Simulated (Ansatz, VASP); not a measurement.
One calculation of Ti, two programs

Contents of INCAR:

```
SYSTEM = Ti
ALGO = Normal
EDIFF = 1E-6
EDIFFG = -0.04
ENCUT = 600
GGA = PE
IBRION = 2
ISIF = 3
ISMEAR = 0
LASPH = .True.
LCHARG = .False.
LREAL = .False.
LWAVE = .False.
NELM = 80
NSW = 90
PREC = Accurate
SIGMA = 0.1
```

Contents of KPOINTS:

```
k-points
0
Gamma
  6 6 6
  0 0 0
```

POSCAR

```
Ti
1.0
    1.6831031910      0.9717400803      4.0302979218
   -1.6831031910      0.9717400803      4.0302979218
    0.0000000000     -1.9434801607      4.0302979218
Ti
2
Direct
    0.0577000000      0.0577000000      0.0577000000
    0.9423000000      0.9423000000      0.9423000000
```

Input for Ansatz:

```yaml
crystal:
  lattice:
    - [1.683103191, 0.9717400803, 4.0302979218]
    - [-1.683103191, 0.9717400803, 4.0302979218]
    - [0.0, -1.9434801607, 4.0302979218]
  atoms:
    - { symbol: Ti, position: [0.0577, 0.0577, 0.0577] }
    - { symbol: Ti, position: [0.9423, 0.9423, 0.9423] }
basis:
  ecutwfc: 420
kpoints:
  mp_grid: { grid: [6, 6, 6] }
hamiltonian:
  xc: pbe
scf:
  occupations: { method: gaussian, width: 0.1 }
  lower_state_search: "off"
output:
  forces: true
  stress: true
  eigenvalues: true
relax:
  adjacent_minimum: "off"
  f_tol: 0.04
  max_steps: 70
  cell: { stress_tol: 0.4 }
```

Alike in both runs: task relaxation of cell and atoms; functional PBE; k mesh 6 × 6 × 6; occupations gaussian, width 0.1 eV; no spin polarisation.

|  | VASP | Ansatz |
| --- | --- | --- |
| version | VASP 6.6.1 | Ansatz 0.2.0 |
| potentials or method | VASP PAW PBE potentials, release 64 (Ti_sv), cutoff 600 eV | scalar-relativistic, plane waves, PAW |
| valence electrons in the cell | 24 | 24 |

Ansatz gave:

| Item | Value |
| --- | --- |
| gap on the k mesh at the Fermi level, each at its own relaxed structure (eV) | none |
| relaxed volume (Å³/atom) | 17.79 |
| relaxed length of the cell vector where the two differ most in proportion (Å) | 5.115 |

Problem. Which values does VASP return?

Solution. gap on the k mesh at the Fermi level, each at its own relaxed structure (eV): none; relaxed volume (Å³/atom): 17.38; relaxed length of the cell vector where the two differ most in proportion (Å): 5.047.

A gap of «none» marks a metal or a gap that the smearing closes.

The k mesh is coarse, so the values compare programs but aren't converged.
